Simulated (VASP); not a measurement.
Wanted: the native input for a VASP 6.6.1 run.

```
Task                   : single point
Functional             : PBE
Potentials or basis    : VASP PAW PBE potentials, release 64 (Mg, Si, N)
Cutoff                 : 520 eV
k mesh                 : 6 × 6 × 2
Occupations            : gaussian, width 0.1 eV
Spin                   : collinear spin, ferromagnetic start
Starting moments       : [0.0, 0.0, 0.0, 0.0, 0.0, 1.0] μB
Dipole correction      : no
Further INCAR settings : ALGO = Normal; EDIFF = 1e-06; NBANDS = 24
```

The structure of Mg2Si3N lies in POSCAR:

```
Mg2Si3N
1.0
    3.8168825800      0.0000000000      0.0000000000
   -1.9084412900      3.3055172700      0.0000000000
    0.0000000000      0.0000000000      8.5055130700
Mg Si N
2 3 1
Direct
    0.6666666700      0.3333333300      0.7522701000
    0.6666666700      0.3333333300      0.2477299000
    0.0000000000      0.0000000000      0.0000000000
    0.3333333300      0.6666666700      0.5000000000
    0.3333333300      0.6666666700      0.0000000000
    0.0000000000      0.0000000000      0.5000000000
```

These files were run (other wordings do the same):

INCAR

```
SYSTEM = Mg2Si3N
PREC = Accurate
ENCUT = 520
EDIFF = 1E-6
ISMEAR = 0
SIGMA = 0.1
LREAL = .False.
LASPH = .True.
NELM = 150
ALGO = Normal
ISIF = 2
LWAVE = .False.
LCHARG = .False.
ISPIN = 2
MAGMOM = 0 0 0 0 0 1
LORBIT = 11
GGA = PE
NBANDS = 24
```

KPOINTS

```
Automatic mesh
0
Gamma
  6 6 2
  0 0 0
```

Potentials or basis: VASP PAW PBE potentials, release 64 (Mg, Si, N).

Command:

```console
$ cat potpaw_PBE.64/Mg/POTCAR potpaw_PBE.64/Si/POTCAR potpaw_PBE.64/N/POTCAR > POTCAR
$ mpirun -np 1 vasp_std > vasp.out
```

It gave:

The pressure is -3.1 GPa, the largest force is 0.734 eV/Å and the net moment is 0.00 μB per cell. The valence electrons inside the program's atomic spheres are Mg 0.29; Si 1.74, 1.46, 1.72; N 3.47.

Caveat: the k points lie up to 0.37 Å⁻¹ apart.

Run time: 100 s on 1 thread of Intel Xeon 8259CL, with other jobs on the host, peak memory 0.27 GiB.
